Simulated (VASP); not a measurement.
# CdS (F-43m) in VASP: a series of runs

The runs below take CdS through single point, with revPBE+D4.

Everything below comes from runs of VASP 6.6.1. Logs are shortened: lines on timing, memory, paths and dates and some standing lists are left out, and cuts for length are marked.

### 1 The cell of the first run

The structure is cubic, space group F-43m (No. 216). The conventional cell has a = 5.820 Å, b = 5.820 Å, c = 5.820 Å, α = 90.00°, β = 90.00°, γ = 90.00°. Cd (site symmetry -43m) has 4 S at 2.52 Å within 3.3 Å. Within 3.3 Å of S (site symmetry -43m) lie 4 Cd at 2.52 Å.

### 2 Single point, revPBE+D4

Input file INCAR:

```
PREC = Accurate
ENCUT = 520
EDIFF = 1E-7
ISMEAR = 0
SIGMA = 0.05
LREAL = False
LASPH = True
NELM = 100
ALGO = Normal
ISIF = 2
LWAVE = False
LCHARG = False
GGA = RE
IVDW = 13
NBANDS = 16
```

Input file KPOINTS:

```
Automatic mesh
0
Gamma
  8 8 8
```

Input file POSCAR:

```
CdS
1.0
    0.0000000000      2.9099991734      2.9099991734
    2.9099991734      0.0000000000      2.9099991734
    2.9099991734      2.9099991734      0.0000000000
Cd S
1 1
Direct
    0.0000000000      0.0000000000      0.0000000000
    0.7500000000      0.7500000000      0.7500000000
```

Potentials or basis: VASP PAW PBE potentials, release 64 (Cd, S).

Command:

```sh
$ cat potpaw_PBE.64/Cd/POTCAR potpaw_PBE.64/S/POTCAR > POTCAR
$ mpirun -np 1 vasp_std > vasp.out
```

OUTCAR:

```text
PREC = Accurate
   ENCUT = 520
   EDIFF = 1E-7
   ISMEAR = 0
   LREAL = False
   LASPH = True
   NELM = 100
   ISIF = 2
   GGA = RE
   IVDW = 13

 ion  position               nearest neighbor table
   1  0.000  0.000  0.000-   2 2.52   2 2.52   2 2.52   2 2.52
   2  0.750  0.750  0.750-   1 2.52   1 2.52   1 2.52   1 2.52

  LATTYP: Found a face centered cubic cell.
 ALAT       =     5.8199983468

  Lattice vectors:

 A1 = (   0.0000000000,   2.9099991734,   2.9099991734)
 A2 = (   2.9099991734,   0.0000000000,   2.9099991734)
 A3 = (   2.9099991734,   2.9099991734,   0.0000000000)

Analysis of symmetry for initial positions (statically):
=====================================================================
 Subroutine PRICEL returns:
 Original cell was already a primitive cell.

 Routine SETGRP: Setting up the symmetry group for a
 face centered cubic supercell.

 Subroutine GETGRP returns: Found 24 space group operations
 (whereof 24 operations were pure point group operations)
 out of a pool of 48 trial point group operations.

The static configuration has the point symmetry T_d .

Analysis of symmetry for dynamics (positions and initial velocities):
=====================================================================
 Subroutine PRICEL returns:
 Original cell was already a primitive cell.

 Routine SETGRP: Setting up the symmetry group for a
 face centered cubic supercell.

 Subroutine GETGRP returns: Found 24 space group operations
 (whereof 24 operations were pure point group operations)
 out of a pool of 48 trial point group operations.

The dynamic configuration has the point symmetry T_d .

 Subroutine INISYM returns: Found 24 space group operations
 (whereof 24 operations are pure point group operations),
 and found     1 'primitive' translations

----------------------------------------------------------------------------------------

                                     Primitive cell

  volume of cell :      49.2843

  direct lattice vectors                    reciprocal lattice vectors
     0.000000000  2.909999173  2.909999173    -0.171821355  0.171821355  0.171821355
     2.909999173  0.000000000  2.909999173     0.171821355 -0.171821355  0.171821355
     2.909999173  2.909999173  0.000000000     0.171821355  0.171821355 -0.171821355

  length of vectors
     4.115360298  4.115360298  4.115360298     0.297603316  0.297603316  0.297603316

  position of ions in fractional coordinates (direct lattice)
     0.000000000  0.000000000  0.000000000
     0.750000000  0.750000000  0.750000000

  ion indices of the primitive-cell ions
   primitive index   ion index
                 1           1
                 2           2

----------------------------------------------------------------------------------------

 KPOINTS: Automatic mesh

Automatic generation of k-mesh.
 Grid dimensions read from file:
 generate k-points for:    8    8    8

 Generating k-lattice:

  Cartesian coordinates                     Fractional coordinates (reciprocal lattice)
    -0.021477669  0.021477669  0.021477669     0.125000000  0.000000000  0.000000000
     0.021477669 -0.021477669  0.021477669     0.000000000  0.125000000  0.000000000
     0.021477669  0.021477669 -0.021477669     0.000000000  0.000000000  0.125000000

  Length of vectors
     0.037200415  0.037200415  0.037200415

  Shift w.r.t. Gamma in fractional coordinates (k-lattice)
     0.000000000  0.000000000  0.000000000

 Subroutine IBZKPT returns following result:
 ===========================================

 Found     29 irreducible k-points:

 Following reciprocal coordinates:
            Coordinates               Weight
  0.000000  0.000000  0.000000      1.000000
  0.125000  0.000000  0.000000      8.000000
  0.250000  0.000000  0.000000      8.000000
  0.375000  0.000000  0.000000      8.000000
  0.500000  0.000000  0.000000      4.000000
  0.125000  0.125000  0.000000      6.000000
[... 16 lines left out ...]
  0.500000  0.250000  0.125000     48.000000
 -0.375000  0.250000  0.125000     24.000000
 [... further k-points ...]
   k-points           NKPTS =     29   k-points in BZ     NKDIM =     29   number of bands    NBANDS=     16
   number of dos      NEDOS =    301   number of ions     NIONS =      2
   total plane-waves  NPLWV =  32768
   dimension x,y,z NGX =    32 NGY =   32 NGZ =   32
   dimension x,y,z NGXF=    64 NGYF=   64 NGZF=   64
   ions per type =               1   1
   NGX,Y,Z   is equivalent  to a cutoff of  12.93, 12.93, 12.93 a.u.
   NGXF,Y,Z  is equivalent  to a cutoff of  25.85, 25.85, 25.85 a.u.
 SYSTEM =  unknown system
   PREC   = accura    normal or accurate (medium, high low for compatibility)
   ISTART =      0    job   : 0-new  1-cont  2-samecut
   ICHARG =      2    charge: 1-file 2-atom 10-const
   ISPIN  =      1    spin polarized calculation?
   LNONCOLLINEAR =      F non collinear calculations
   LSORBIT =      F    spin-orbit coupling
   LASPH  =      T    aspherical Exc in radial PAW
   ENCUT  =  520.0 eV  38.22 Ry    6.18 a.u.   7.65  7.65  7.65*2*pi/ulx,y,z
   NELM   =    100;   NELMIN=  2; NELMDL= -5     # of ELM steps
   EDIFF  = 0.1E-06   stopping-criterion for ELM
   LREAL  =      F    real-space projection
   EDIFFG = 0.1E-05   stopping-criterion for IOM
   NSW    =      0    number of steps for IOM
   IBRION =     -1    ionic relax: 0-MD 1-quasi-New 2-CG
   NFREE  =      0    steps in history (QN), initial steepest desc. (CG)
   ISIF   =      2    stress and relaxation
   ISYM   =      2    0-nonsym 1-usesym 2-fastsym
   POTIM  = 0.5000    time-step for ionic-motion
   TEBEG  =    0.0;   TEEND  =   0.0 temperature during run
   PSTRESS=    0.0 pullay stress
   NELECT =      18.0000    total number of electrons
   NUPDOWN=      -1.0000    fix difference up-down
   EMIN   =  10.00;   EMAX   =-10.00  energy-range for DOS
   EFERMI =   0.00;   METHOD = LEGACY
   ISMEAR =     0;   SIGMA  =   0.05  broadening in eV -4-tet -1-fermi 0-gaus
   EFERMI_NEDOS =   21; number of points for ismear=-14 and -15
   IALGO  =     38    algorithm
   IMIX   =      4    mixing-type and parameters
     AMIX     =   0.40;   BMIX     =  1.00
     AMIX_MAG =   1.60;   BMIX_MAG =  1.00
  volume/ion in A,a.u.               =      24.64       166.29
  Fermi-wavevector in a.u.,A,eV,Ry     =   1.170207  2.211371 18.631616  1.369385
  Thomas-Fermi vector in A             =   2.306669
   LORBIT       =      0    0 simple, 1 ext, 2 COOP (PROOUT), +10 PAW based schemes
   GGA     = RE    functional components
   LHFCALC =     F    Hartree Fock is set to
   AEXX    =    0.0000 exact exchange contribution
   IVDW    =    13    specifies the selected vdW correction
   LEPSILON=     F    determine dielectric tensor
   LRPA    =     F    only Hartree local field effects (RPA)
 non-spin polarized calculation
 Gauss-broadening in eV      SIGMA  =   0.05
  energy-cutoff  :      520.00
  volume of cell :       49.28
 maximum number of plane-waves:      1363
   NGX = 15   NGY = 15   NGZ = 15

 number of electron      18.0000003 magnetization

 Free energy of the ion-electron system (eV)
  ---------------------------------------------------
  ext. energy  EPLUGINS =         0.00000000
  ---------------------------------------------------
  free energy    TOTEN  =        -5.52167201 eV

  energy without entropy =       -5.52167201  energy(sigma->0) =       -5.52167201

 E-fermi :   1.6697     XC(G=0):  -8.9988

 val. band max:        1.4594458747   @ k =   0.0000   0.0000   0.0000
 cond. band min:       2.7599305321   @ k =   0.0000   0.0000   0.0000
 fundamental gap:      1.3004846574
 Fermi energy:         1.6696581127

 k-point     1 :       0.0000    0.0000    0.0000
  band No.  band energies     occupation
      1     -10.9338      2.00000
      2      -6.2923      2.00000
      3      -6.2923      2.00000
      4      -6.2923      2.00000
      5      -5.8054      2.00000
      6      -5.8054      2.00000
[... 8 lines left out ...]
     15      12.9455      0.00000
     16      13.1459      0.00000

 k-point     2 :       0.1250    0.0000    0.0000
  band No.  band energies     occupation
      1     -10.8718      2.00000
      2      -6.2695      2.00000
      3      -6.2695      2.00000
      4      -6.2370      2.00000
      5      -5.8064      2.00000
      6      -5.8064      2.00000
[... 8 lines left out ...]
     15      12.3815      0.00000
     16      13.6974      0.00000

 k-point     3 :       0.2500    0.0000    0.0000
  band No.  band energies     occupation
      1     -10.7215      2.00000
      2      -6.2201      2.00000
      3      -6.2201      2.00000
      4      -6.0398      2.00000
      5      -5.8008      2.00000
      6      -5.8008      2.00000
[... 8 lines left out ...]
     15      12.1567      0.00000
     16      13.0118      0.00000

 k-point     4 :       0.3750    0.0000    0.0000
  band No.  band energies     occupation
      1     -10.5714      2.00000
      2      -6.1819      2.00000
      3      -6.1818      2.00000
      4      -5.7804      2.00000
      5      -5.7804      2.00000
      6      -5.6783      2.00000
[... 8 lines left out ...]
     15      13.0096      0.00000
     16      13.0096      0.00000

 k-point     5 :       0.5000    0.0000    0.0000
  band No.  band energies     occupation
      1     -10.5098      2.00000
      2      -6.1701      2.00000
      3      -6.1701      2.00000
      4      -5.7667      2.00000
      5      -5.7667      2.00000
      6      -5.4162      2.00000
[... 8 lines left out ...]
     15      14.0295      0.00000
     16      14.0295      0.00000

 k-point     6 :       0.1250    0.1250    0.0000
  band No.  band energies     occupation
      1     -10.8513      2.00000
      2      -6.2476      2.00000
      3      -6.2475      2.00000
      4      -6.2474      2.00000
      5      -5.8215      2.00000
      6      -5.7925      2.00000
[... 8 lines left out ...]
     15      13.0439      0.00000
     16      14.3461      0.00000

 k-point     7 :       0.2500    0.1250    0.0000
  band No.  band energies     occupation
      1     -10.7307      2.00000
      2      -6.2167      2.00000
      3      -6.1944      2.00000
      4      -6.1050      2.00000
      5      -5.8238      2.00000
      6      -5.7799      2.00000
[... 8 lines left out ...]
     15      12.9382      0.00000
     16      14.3745      0.00000

 k-point     8 :       0.3750    0.1250    0.0000
  band No.  band energies     occupation
      1     -10.5813      2.00000
      2      -6.1775      2.00000
      3      -6.1499      2.00000
      4      -5.8821      2.00000
      5      -5.7648      2.00000
      6      -5.7164      2.00000
[... 8 lines left out ...]
     15      13.4699      0.00000
     16      13.8180      0.00000

 k-point     9 :       0.5000    0.1250    0.0000
  band No.  band energies     occupation
      1     -10.4913      2.00000
      2      -6.1575      2.00000
      3      -6.1356      2.00000
      4      -5.8082      2.00000
      5      -5.7633      2.00000
      6      -5.4063      2.00000
[... 8 lines left out ...]
     15      14.0259      0.00000
     16      14.0571      0.00000
[... 172 lines left out ...]
 k-point    19 :       0.5000    0.3750    0.0000
  band No.  band energies     occupation
      1     -10.3986      2.00000
      2      -6.0716      2.00000
      3      -5.9693      2.00000
      4      -5.9476      2.00000
      5      -5.7307      2.00000
      6      -5.3595      2.00000
[... 8 lines left out ...]
     15      14.1456      0.00000
     16      15.1804      0.00000

 k-point    20 :      -0.3750    0.3750    0.0000
  band No.  band energies     occupation
      1     -10.3911      2.00000
      2      -6.0903      2.00000
      3      -5.9955      2.00000
      4      -5.8947      2.00000
      5      -5.7596      2.00000
      6      -5.2163      2.00000
[... 8 lines left out ...]
     15      13.5117      0.00000
     16      15.7875      0.00000

 k-point    21 :       0.5000    0.5000    0.0000
  band No.  band energies     occupation
      1     -10.3788      2.00000
      2      -6.0733      2.00000
      3      -5.9381      2.00000
      4      -5.9381      2.00000
      5      -5.7168      2.00000
      6      -5.3485      2.00000
[... 8 lines left out ...]
     15      13.8042      0.00000
     16      14.9952      0.00000

 k-point    22 :       0.3750    0.2500    0.1250
  band No.  band energies     occupation
      1     -10.6111      2.00000
      2      -6.1670      2.00000
      3      -6.1401      2.00000
      4      -5.9726      2.00000
      5      -5.7969      2.00000
      6      -5.7433      2.00000
[... 8 lines left out ...]
     15      13.5007      0.00000
     16      15.5111      0.00000

 k-point    23 :       0.5000    0.2500    0.1250
  band No.  band energies     occupation
      1     -10.4932      2.00000
      2      -6.1301      2.00000
      3      -6.1043      2.00000
      4      -5.8712      2.00000
      5      -5.7708      2.00000
      6      -5.5072      2.00000
[... 8 lines left out ...]
     15      14.3871      0.00000
     16      14.6088      0.00000

 k-point    24 :      -0.3750    0.2500    0.1250
  band No.  band energies     occupation
      1     -10.4452      2.00000
      2      -6.1250      2.00000
      3      -6.0873      2.00000
      4      -5.8303      2.00000
      5      -5.7778      2.00000
      6      -5.3013      2.00000
[... 8 lines left out ...]
     15      13.8608      0.00000
     16      14.6728      0.00000

 [... further k-points ...]

------------------------ aborting loop because EDIFF is reached ----------------------------------------

  DFT-D4 for vdW energy calculation

  Edisp (eV):   -1.09860

  FORCE on cell =-STRESS in cart. coord.  units (eV):
  Direction    XX          YY          ZZ          XY          YZ          ZX
  --------------------------------------------------------------------------------------
  -------------------------------------------------------------------------------------
  Total       0.35517     0.35517     0.35517     0.00000     0.00000    -0.00000
  in kB      11.54629    11.54629    11.54629     0.00000     0.00000    -0.00000
  external pressure =       11.55 kB  Pullay stress =        0.00 kB

 VOLUME and BASIS-vectors are now :
 -----------------------------------------------------------------------------
  energy-cutoff  :      520.00
  volume of cell :       49.28
      direct lattice vectors                 reciprocal lattice vectors
     0.000000000  2.909999173  2.909999173    -0.171821355  0.171821355  0.171821355
     2.909999173  0.000000000  2.909999173     0.171821355 -0.171821355  0.171821355
     2.909999173  2.909999173  0.000000000     0.171821355  0.171821355 -0.171821355

 POSITION                                       TOTAL-FORCE (eV/Angst)
 -----------------------------------------------------------------------------------
      0.00000      0.00000      0.00000         0.000000      0.000000      0.000000
      4.36500      4.36500      4.36500        -0.000000     -0.000000     -0.000000
 -----------------------------------------------------------------------------------
    total drift:                                0.000000      0.000000      0.000000

  FREE ENERGIE OF THE ION-ELECTRON SYSTEM (eV)
  ---------------------------------------------------
  free  energy   TOTEN  =        -6.6202692160 eV

  energy  without entropy=       -6.6202692160  energy(sigma->0) =       -6.62026922
```

It took 20 s on 1 thread of Intel Xeon Platinum 8259CL at 2.50GHz (Skylake/Cascade Lake), shared host; peak memory 0.18 GiB.

What came out:

- Free energy: -6.6203 eV
- Pressure: 1.2 GPa
- Band gap on the k mesh: 1.30 eV, direct
- Dispersion energy per atom: -0.549 eV

Caveat: the PAW data sets were made with another functional, which shifts forces and pressure a little. Expect the measured gap to be larger: semilocal functionals such as revPBE lack the derivative discontinuity.

### 3 Single point, revPBE+D4

This run uses another cell than the first one, of 24.77 Å³/atom, 1.005 times its volume.

Input file INCAR:

```
SYSTEM = CdS
PREC = Accurate
ENCUT = 520
EDIFF = 1E-6
ISMEAR = 0
SIGMA = 0.05
LREAL = .FALSE.
LASPH = .TRUE.
NELM = 60
ALGO = Normal
ISIF = 2
LWAVE = .FALSE.
LCHARG = .FALSE.
GGA = RE
IVDW = 13
NBANDS = 16
```

Input file KPOINTS:

```
regular mesh
0
G
  8 8 8
  0 0 0
```

Input file POSCAR:

```
CdS
1.0
    0.0000000000      2.9151290652      2.9151290652
    2.9151290652      0.0000000000      2.9151290652
    2.9151290652      2.9151290652      0.0000000000
Cd S
1 1
Direct
    0.0000000000      0.0000000000      0.0000000000
    0.7500000000      0.7500000000      0.7500000000
```

Potentials or basis: VASP PAW PBE potentials, release 64 (Cd, S).

Command:

```sh
$ cat potpaw_PBE.64/Cd/POTCAR potpaw_PBE.64/S/POTCAR > POTCAR
$ mpirun -np 1 vasp_std > vasp.out
```

Wall time 19 s (1 thread of Intel Xeon Platinum 8259CL at 2.50GHz (Skylake/Cascade Lake), shared host); peak memory 0.18 GiB.

The run converged. Its results:

| Quantity | Value |
| --- | --- |
| Free energy | -6.6219 eV |
| Pressure | 0.8 GPa |
| Band gap on the k mesh | 1.29 eV, direct |
| Dispersion energy per atom | -0.546 eV |

Levels at points of the mesh, in eV from the valence-band top:
```
           k point  band 5  band 6  band 7  band 8  band 9  band 10  band 11  band 12  band 13  band 14
(0.00, 0.00, 0.00)   -7.25   -7.25    0.00    0.00    0.00     1.29     6.60     6.60     6.60    11.48
(0.50, 0.00, 0.00)   -7.21   -6.87   -4.37   -0.75   -0.75     3.12     7.07     7.07     7.64    11.29
(0.50, 0.50, 0.00)   -7.17   -6.80   -3.92   -1.87   -1.87     3.69     4.43     9.40    10.89    10.89
```

Caveat: the PAW data sets were made with another functional, which shifts forces and pressure a little. A hybrid or GW would open this gap; revPBE tends to underestimate it.

(Part 1 of 2 ends here.)
